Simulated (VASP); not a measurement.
# Hf2ZrC3 (P6/mmm) in VASP: single point with PBE

Aim: the single point of Hf2ZrC3 with PBE.

Program: VASP 6.6.1. These are calculated values, not measurements. Logs are shortened: lines on timing, memory, paths and dates and some standing lists are left out, and cuts for length are marked.

### 1 The cell of the first run

The structure is hexagonal, space group P6/mmm (No. 191). The conventional cell has a = 5.508 Å, b = 5.508 Å, c = 3.318 Å, α = 90.00°, β = 90.00°, γ = 120.00°. Within 4.2 Å of Zr (site symmetry 6/mmm) lie 6 Hf at 3.18 Å and 12 C at 3.22 Å and 2 Zr at 3.32 Å. Within 3.0 Å of Hf (site symmetry -6m2) lie 6 C at 2.30 Å. C (site symmetry mmm) has 4 Hf at 2.30 Å and 4 C at 2.75 Å within 3.0 Å.

### 2 Single point, PBE

File INCAR:

```
SYSTEM = Hf2ZrC3
ALGO     = Normal         ! electronic algorithm
EDIFF    = 1E-6           ! SCF threshold, eV
ENCUT    = 520            ! plane-wave cutoff, eV
GGA      = PE             ! functional
ISIF     = 2              ! what is computed and relaxed
ISMEAR   = 0              ! smearing method
LASPH    = .TRUE.         ! aspherical terms in the spheres
LCHARG   = .FALSE.        ! write CHGCAR
LREAL    = .FALSE.        ! projectors in reciprocal space
LWAVE    = .FALSE.        ! write WAVECAR
NBANDS   = 31             ! bands
NELM     = 60             ! most SCF steps
PREC     = Accurate       ! precision mode
SIGMA    = 0.1            ! smearing width, eV
```

File KPOINTS:

```
k-points
0
G
  6 6 6
  0 0 0
```

File POSCAR:

```
Hf2ZrC3
1.0
    5.5084150000      0.0000000000      0.0000000000
   -2.7542075000      4.7704273300      0.0000000000
    0.0000000000      0.0000000000      3.3184412600
Zr Hf C
1 2 3
Direct
    0.0000000000      0.0000000000      0.0000000000
    0.3333333300      0.6666666700      0.0000000000
    0.6666666700      0.3333333300      0.0000000000
    0.5000000000      0.0000000000      0.5000000000
    0.5000000000      0.5000000000      0.5000000000
    0.0000000000      0.5000000000      0.5000000000
```

Potentials or basis: VASP PAW PBE potentials, release 64 (Zr_sv, Hf_pv, C).

Command:

```
$ cat potpaw_PBE.64/Zr_sv/POTCAR potpaw_PBE.64/Hf_pv/POTCAR potpaw_PBE.64/C/POTCAR > POTCAR
$ mpirun -np 1 vasp_std > vasp.out
```

OUTCAR:

```text
SYSTEM = Hf2ZrC3
   EDIFF = 1E-6
   ENCUT = 520
   GGA = PE
   ISIF = 2
   ISMEAR = 0
   LASPH = .TRUE.
   LREAL = .FALSE.
   NELM = 60
   PREC = Accurate

 ion  position               nearest neighbor table
   1  0.000  0.000  0.000-   2 3.18   3 3.18   3 3.18   2 3.18   3 3.18   2 3.18
   2  0.333  0.667  0.000-   6 2.30   6 2.30   4 2.30   4 2.30   5 2.30   5 2.30   1 3.18   3 3.18
                             3 3.18   1 3.18   1 3.18   3 3.18
   3  0.667  0.333  0.000-   6 2.30   6 2.30   4 2.30   4 2.30   5 2.30   5 2.30   1 3.18   2 3.18
                             2 3.18   1 3.18   1 3.18   2 3.18
   4  0.500  0.000  0.500-   2 2.30   3 2.30   2 2.30   3 2.30
   5  0.500  0.500  0.500-   2 2.30   3 2.30   2 2.30   3 2.30
   6  0.000  0.500  0.500-   2 2.30   3 2.30   2 2.30   3 2.30

  LATTYP: Found a hexagonal cell.
 ALAT       =     5.5084150000
 C/A-ratio  =     0.6024312366

  Lattice vectors:

 A1 = (   5.5084150000,   0.0000000000,   0.0000000000)
 A2 = (  -2.7542075000,   4.7704273300,   0.0000000000)
 A3 = (   0.0000000000,   0.0000000000,   3.3184412600)

Analysis of symmetry for initial positions (statically):
=====================================================================
 Subroutine PRICEL returns:
 Original cell was already a primitive cell.

 Routine SETGRP: Setting up the symmetry group for a
 hexagonal supercell.

 Subroutine GETGRP returns: Found 24 space group operations
 (whereof 24 operations were pure point group operations)
 out of a pool of 24 trial point group operations.

The static configuration has the point symmetry D_6h.

Analysis of symmetry for dynamics (positions and initial velocities):
=====================================================================
 Subroutine PRICEL returns:
 Original cell was already a primitive cell.

 Routine SETGRP: Setting up the symmetry group for a
 hexagonal supercell.

 Subroutine GETGRP returns: Found 24 space group operations
 (whereof 24 operations were pure point group operations)
 out of a pool of 24 trial point group operations.

The dynamic configuration has the point symmetry D_6h.

 Subroutine INISYM returns: Found 24 space group operations
 (whereof 24 operations are pure point group operations),
 and found     1 'primitive' translations

----------------------------------------------------------------------------------------

                                     Primitive cell

  volume of cell :      87.2003

  direct lattice vectors                    reciprocal lattice vectors
     5.508415000  0.000000000  0.000000000     0.181540425  0.104812413  0.000000000
    -2.754207500  4.770427330  0.000000000     0.000000000  0.209624826  0.000000000
     0.000000000  0.000000000  3.318441260     0.000000000  0.000000000  0.301346301

  length of vectors
     5.508415000  5.508415005  3.318441260     0.209624826  0.209624826  0.301346301

  position of ions in fractional coordinates (direct lattice)
     0.000000000  0.000000000  0.000000000
     0.333333330  0.666666670  0.000000000
     0.666666670  0.333333330  0.000000000
     0.500000000  0.000000000  0.500000000
     0.500000000  0.500000000  0.500000000
     0.000000000  0.500000000  0.500000000

  ion indices of the primitive-cell ions
   primitive index   ion index
                 1           1
                 2           2
                 3           3
                 4           4
                 5           5
                 6           6

----------------------------------------------------------------------------------------

 KPOINTS: k-points

Automatic generation of k-mesh.
 Grid dimensions read from file:
 generate k-points for:    6    6    6

 Generating k-lattice:

  Cartesian coordinates                     Fractional coordinates (reciprocal lattice)
     0.030256737  0.017468736  0.000000000     0.166666667  0.000000000  0.000000000
     0.000000000  0.034937471  0.000000000     0.000000000  0.166666667  0.000000000
     0.000000000  0.000000000  0.050224384     0.000000000  0.000000000  0.166666667

  Length of vectors
     0.034937471  0.034937471  0.050224384

  Shift w.r.t. Gamma in fractional coordinates (k-lattice)
     0.000000000  0.000000000  0.000000000

 Subroutine IBZKPT returns following result:
 ===========================================

 Found     28 irreducible k-points:

 Following reciprocal coordinates:
            Coordinates               Weight
  0.000000  0.000000  0.000000      1.000000
  0.166667 -0.000000  0.000000      6.000000
  0.333333  0.000000  0.000000      6.000000
  0.500000 -0.000000  0.000000      3.000000
  0.166667  0.166667  0.000000      6.000000
  0.333333  0.166667  0.000000     12.000000
[... 16 lines left out ...]
  0.166667 -0.000000  0.500000      6.000000
  0.333333  0.000000  0.500000      6.000000
 [... further k-points ...]
   k-points           NKPTS =     28   k-points in BZ     NKDIM =     28   number of bands    NBANDS=     31
   number of dos      NEDOS =    301   number of ions     NIONS =      6
   total plane-waves  NPLWV =  49392
   dimension x,y,z NGX =    42 NGY =   42 NGZ =   28
   dimension x,y,z NGXF=    84 NGYF=   84 NGZF=   56
   ions per type =               1   2   3
   NGX,Y,Z   is equivalent  to a cutoff of  12.68, 12.68, 14.03 a.u.
   NGXF,Y,Z  is equivalent  to a cutoff of  25.35, 25.35, 28.05 a.u.
 SYSTEM =  Hf2ZrC3
   PREC   = accura    normal or accurate (medium, high low for compatibility)
   ISTART =      0    job   : 0-new  1-cont  2-samecut
   ICHARG =      2    charge: 1-file 2-atom 10-const
   ISPIN  =      1    spin polarized calculation?
   LNONCOLLINEAR =      F non collinear calculations
   LSORBIT =      F    spin-orbit coupling
   LASPH  =      T    aspherical Exc in radial PAW
   ENCUT  =  520.0 eV  38.22 Ry    6.18 a.u.  10.24 10.24  6.17*2*pi/ulx,y,z
   NELM   =     60;   NELMIN=  2; NELMDL= -5     # of ELM steps
   EDIFF  = 0.1E-05   stopping-criterion for ELM
   LREAL  =      F    real-space projection
   EDIFFG = 0.1E-04   stopping-criterion for IOM
   NSW    =      0    number of steps for IOM
   IBRION =     -1    ionic relax: 0-MD 1-quasi-New 2-CG
   NFREE  =      0    steps in history (QN), initial steepest desc. (CG)
   ISIF   =      2    stress and relaxation
   ISYM   =      2    0-nonsym 1-usesym 2-fastsym
   POTIM  = 0.5000    time-step for ionic-motion
   TEBEG  =    0.0;   TEEND  =   0.0 temperature during run
   PSTRESS=    0.0 pullay stress
   NELECT =      44.0000    total number of electrons
   NUPDOWN=      -1.0000    fix difference up-down
   EMIN   =  10.00;   EMAX   =-10.00  energy-range for DOS
   EFERMI =   0.00;   METHOD = LEGACY
   ISMEAR =     0;   SIGMA  =   0.10  broadening in eV -4-tet -1-fermi 0-gaus
   EFERMI_NEDOS =   21; number of points for ismear=-14 and -15
   IALGO  =     38    algorithm
   IMIX   =      4    mixing-type and parameters
     AMIX     =   0.40;   BMIX     =  1.00
     AMIX_MAG =   1.60;   BMIX_MAG =  1.00
  volume/ion in A,a.u.               =      14.53        98.08
  Fermi-wavevector in a.u.,A,eV,Ry     =   1.303326  2.462929 23.111651  1.698658
  Thomas-Fermi vector in A             =   2.434335
   LORBIT       =      0    0 simple, 1 ext, 2 COOP (PROOUT), +10 PAW based schemes
   GGA     = PE    functional components
   LHFCALC =     F    Hartree Fock is set to
   AEXX    =    0.0000 exact exchange contribution
   IVDW    =     0    specifies the selected vdW correction
   LEPSILON=     F    determine dielectric tensor
   LRPA    =     F    only Hartree local field effects (RPA)
 non-spin polarized calculation
 Gauss-broadening in eV      SIGMA  =   0.10
  energy-cutoff  :      520.00
  volume of cell :       87.20
 maximum number of plane-waves:      2368
 NGX is ok and might be reduce to    42
   NGX = 21   NGY = 21   NGZ = 13

 number of electron      43.9999995 magnetization

 Free energy of the ion-electron system (eV)
  ---------------------------------------------------
  ext. energy  EPLUGINS =         0.00000000
  ---------------------------------------------------
  free energy    TOTEN  =       -53.58687176 eV

  energy without entropy =      -53.56464092  energy(sigma->0) =      -53.57575634

 E-fermi :   6.2817     XC(G=0): -11.5426

 val. band max:        6.2599784551   @ k =   0.5000  -0.0000   0.0000
 cond. band min:       6.3150510263   @ k =   0.3333   0.0000   0.5000
 fundamental gap:      0.0550725712
 Fermi energy:         6.2817430781

 k-point     1 :       0.0000    0.0000    0.0000
  band No.  band energies     occupation
      1     -43.2833      2.00000
      2     -23.6669      2.00000
      3     -23.6669      2.00000
      4     -23.3567      2.00000
      5     -23.3567      2.00000
      6     -23.1767      2.00000
[... 23 lines left out ...]
     30       9.7701      0.00000
     31      10.8927      0.00000

 k-point     2 :       0.1667   -0.0000    0.0000
  band No.  band energies     occupation
      1     -43.2833      2.00000
      2     -23.6808      2.00000
      3     -23.6569      2.00000
      4     -23.3617      2.00000
      5     -23.3430      2.00000
      6     -23.1705      2.00000
[... 23 lines left out ...]
     30      10.1810      0.00000
     31      10.9744      0.00000

 k-point     3 :       0.3333    0.0000    0.0000
  band No.  band energies     occupation
      1     -43.2834      2.00000
      2     -23.7055      2.00000
      3     -23.6191      2.00000
      4     -23.3925      2.00000
      5     -23.3184      2.00000
      6     -23.1548      2.00000
[... 23 lines left out ...]
     30      10.7825      0.00000
     31      10.8145      0.00000

 k-point     4 :       0.5000   -0.0000    0.0000
  band No.  band energies     occupation
      1     -43.2835      2.00000
      2     -23.7168      2.00000
      3     -23.5832      2.00000
      4     -23.4265      2.00000
      5     -23.3072      2.00000
      6     -23.1421      2.00000
[... 635 lines left out ...]
     30      10.3399      0.00000
     31      11.5170      0.00000

 k-point    23 :       0.1667   -0.0000    0.5000
  band No.  band energies     occupation
      1     -43.2551      2.00000
      2     -23.6244      2.00000
      3     -23.6015      2.00000
      4     -23.5576      2.00000
      5     -23.4355      2.00000
      6     -23.3171      2.00000
[... 23 lines left out ...]
     30      11.1454      0.00000
     31      11.5464      0.00000

 k-point    24 :       0.3333    0.0000    0.5000
  band No.  band energies     occupation
      1     -43.2552      2.00000
      2     -23.6473      2.00000
      3     -23.5642      2.00000
      4     -23.5360      2.00000
      5     -23.4565      2.00000
      6     -23.3473      2.00000
[... 23 lines left out ...]
     30      11.4507      0.00000
     31      11.7799      0.00000

 [... further k-points ...]
[... 5 lines left out ...]
  --------------------------------------------------------------------------------------
  -------------------------------------------------------------------------------------
  Total        1.8242727      1.8242727    -13.1463100      0.0000000      0.0000000     -0.0000000
  in kB       33.5183217     33.5183218   -241.5440701      0.0000000      0.0000000     -0.0000000
  external PRESSURE =     -58.1691422 kB  Pullay stress =       0.0000000 kB

 VOLUME and BASIS-vectors are now :
 -----------------------------------------------------------------------------
  energy-cutoff  :      520.00
  volume of cell :       87.20
      direct lattice vectors                 reciprocal lattice vectors
     5.508415000  0.000000000  0.000000000     0.181540425  0.104812413  0.000000000
    -2.754207500  4.770427330  0.000000000     0.000000000  0.209624826  0.000000000
     0.000000000  0.000000000  3.318441260     0.000000000  0.000000000  0.301346301

 POSITION                                       TOTAL-FORCE (eV/Angst)
 -----------------------------------------------------------------------------------
      0.00000      0.00000      0.00000         0.000000      0.000000      0.000000
     -0.00000      3.18028      0.00000         0.000000      0.000000      0.000000
      2.75421      1.59014      0.00000        -0.000000      0.000000      0.000000
      2.75421      0.00000      1.65922         0.000000      0.000000      0.000000
      1.37710      2.38521      1.65922         0.000000      0.000000      0.000000
     -1.37710      2.38521      1.65922         0.000000      0.000000      0.000000
 -----------------------------------------------------------------------------------
    total drift:                                0.000000     -0.000000      0.000000

  FREE ENERGIE OF THE ION-ELECTRON SYSTEM (eV)
  ---------------------------------------------------
  free  energy   TOTEN  =       -53.5868717627 eV

  energy  without entropy=      -53.5646409163  energy(sigma->0) =      -53.57575634
```

Run time: 2.4 min. Hardware: 1 thread of AMD EPYC 7R13, shared host; peak memory 0.22 GiB.

Results:

```
Free energy            : -53.5869 eV
Pressure               : -5.8 GPa
Band gap on the k mesh : zero (band 22 reaches 7.17 eV, above the bottom of band 23 at 5.93 eV)
```

Levels at points of the mesh, in eV from the Fermi level:
```tsv
k point	band 19	band 20	band 21	band 22	band 23	band 24	band 25	band 26
(0.00, 0.00, 0.00)	-2.09	-1.12	-0.15	0.50	0.50	1.18	1.18	1.58
(0.50, 0.00, 0.00)	-2.07	-1.90	-1.34	-0.77	-0.02	1.17	1.27	2.54
(0.00, 0.00, 0.50)	-2.56	0.10	0.10	0.89	0.89	0.97	0.97	2.18
(0.50, 0.00, 0.50)	-2.04	-1.79	-1.33	-0.79	-0.18	0.71	1.58	1.75
```

Caveat: spin-orbit coupling is left out, which moves the levels of the heavy elements.
